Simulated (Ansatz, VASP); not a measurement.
# One calculation of Ge, two programs

Contents of INCAR:

```
SYSTEM = Ge
PREC = Accurate ; ENCUT = 520
EDIFF = 1E-6 ; ISMEAR = 0
SIGMA = 0.1 ; LREAL = .FALSE.
LASPH = .TRUE. ; NELM = 100
ALGO = Normal ; ISIF = 2
LWAVE = .FALSE. ; LCHARG = .TRUE.
LDIPOL = .TRUE. ; IDIPOL = 3
DIPOL = 0.5 0.5 0.500 ; GGA = PE
LELF = .TRUE. ; LVHAR = .TRUE.
LVACPOTAV = .TRUE. ; NBANDS = 21
```

The input KPOINTS:

```
Automatic mesh
0
G
  12 12 1
  0 0 0
```

File POSCAR:

```
Ge
1.0
    4.2460000000      0.0000000000      0.0000000000
   -2.1230000000      3.6771438645      0.0000000000
    0.0000000000      0.0000000000     28.0000000000
Ge
2
Direct
    0.3333333333      0.6666666667      0.5155714286
    0.6666666667      0.3333333333      0.4844285714
```

Input for Ansatz:

```yaml
crystal:
  lattice:
    - [4.246, 0.0, 0.0]
    - [-2.123, 3.6771438645, 0.0]
    - [0.0, 0.0, 28.0]
  atoms:
    - { symbol: Ge, position: [0.3333333333, 0.6666666667, 0.5155714286] }
    - { symbol: Ge, position: [0.6666666667, 0.3333333333, 0.4844285714] }
  periodic: [true, true, false]
basis:
  ecutwfc: 420
kpoints:
  mp_grid: { grid: [12, 12, 1] }
hamiltonian:
  xc: pbe
  pseudopotentials: { kind: paw, azcp: { folder: soft_1 } }
scf:
  occupations: { method: gaussian, width: 0.1 }
output:
  forces: true
  stress: true
  eigenvalues: true
```

Alike in both runs: task single point; functional PBE; k mesh 12 × 12 × 1; occupations gaussian, width 0.1 eV; no spin polarisation.

```csv
,VASP,Ansatz
version,VASP 6.6.1,Ansatz 0.2.0
potentials or method,"VASP PAW PBE potentials, release 64 (Ge_d), cutoff 520 eV","scalar-relativistic, plane waves, PAW"
valence electrons in the cell,28,28
```

Ansatz gave:

```
gap on the k mesh at the Fermi level (eV)  : none
rms of the force components (eV/Å)         : 0.567
work function, face that differs most (eV) : 4.52
```

**Question.** Estimate VASP's values.

**Answer.** gap on the k mesh at the Fermi level (eV): none; rms of the force components (eV/Å): 0.565; work function, face that differs most (eV): 4.52.

Atom by atom the forces differ by 0.002 eV/Å (rms over components). A gap of «none» marks a metal or a gap that the smearing closes. With one functional, cell and mesh, what is left measures potentials, basis and numerics.
